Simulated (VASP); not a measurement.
## AlGa3N4: single point with PBEsol

Crystal: AlGa3N4.

```xyz
8
Lattice="5.1424 0.0000 0.0001 0.0000 3.1650 0.0000 -0.0036 0.0000 5.4785" Properties=species:S:1:pos:R:3 pbc="T T T"
Al    0.0007    1.5825    3.6561
Ga    2.5654    1.5825    1.8349
Ga    2.5632    0.0000    4.5557
Ga    5.1410    0.0000    0.9105
N     0.6956    1.5825    1.8052
N     0.6834    0.0000    4.4692
N     3.2714    0.0000    0.8526
N     3.3250    1.5825    3.5978
```

This cell differs from its parent crystal: all N atoms moved -0.100 Å, as atom 5 towards its neighbour atom 8 (N) at 3.087 Å.

* Program: VASP 6.6.1
* Task: single point
* Functional: PBEsol
* Potentials or basis: VASP PAW PBE potentials, release 64 (Al, Ga_d, N)
* Cutoff: 520 eV
* k mesh: 6 × 8 × 6
* Occupations: gaussian, width 0.05 eV
* Spin: no spin polarisation
* Dipole correction: no
* Further INCAR settings: ALGO = Normal; EDIFF = 1e-06; NBANDS = 41

```
Pressure               : 0.9 GPa
Largest force          : 1.475 eV/Å
Band gap on the k mesh : 2.24 eV, direct
```

Forces in eV/Å, atoms in the order of the input:
```
Al   1.326  0.000 -0.645
Ga   1.149  0.000 -0.638
Ga   1.060  0.000 -0.658
Ga   1.052  0.000 -0.485
N   -1.149  0.000  0.619
N   -1.040  0.000  0.500
N   -1.119  0.000  0.692
N   -1.280  0.000  0.615
```

Stress tensor (GPa, compression positive):
```
 7.91  0.00  2.34
 0.00 -2.89  0.00
 2.34  0.00 -2.44
```

Levels at points of the mesh, in eV from the valence-band top:
```tsv
k point	band 27	band 28	band 29	band 30	band 31	band 32	band 33	band 34	band 35	band 36
(0.00, 0.00, 0.00)	-1.10	-0.84	-0.44	-0.06	0.00	2.24	4.60	5.06	5.55	6.25
(0.50, 0.00, 0.00)	-1.75	-0.84	-0.70	-0.50	-0.32	4.22	4.29	4.45	4.87	7.63
(0.00, 0.50, 0.00)	-3.51	-2.21	-2.19	-1.95	-1.90	5.14	5.15	6.77	6.92	7.63
(0.50, 0.50, 0.00)	-3.19	-1.85	-1.74	-1.72	-1.64	5.59	5.74	5.75	6.02	7.59
(0.00, 0.00, 0.50)	-1.93	-1.12	-0.91	-0.59	-0.30	4.47	4.66	6.06	6.34	7.15
(0.50, 0.00, 0.50)	-2.03	-1.67	-1.29	-1.09	-1.08	5.14	5.17	5.31	5.67	7.33
(0.00, 0.50, 0.50)	-2.64	-2.57	-2.50	-0.89	-0.79	4.75	5.00	5.37	5.52	5.76
(0.50, 0.50, 0.50)	-2.00	-1.95	-1.76	-1.72	-1.68	4.13	4.18	4.25	4.69	7.21
```

Run time: 2.3 min on 1 thread of Intel(R) Xeon(R) 6975P-C (Granite Rapids) (shared host), peak memory 0.39 GiB.

Caveat: the cell differs from its parent crystal (all N atoms moved -0.100 Å, as atom 5 towards its neighbour atom 8 (N) at 3.087 Å); the PAW data sets were made with another functional, which shifts forces and pressure a little.
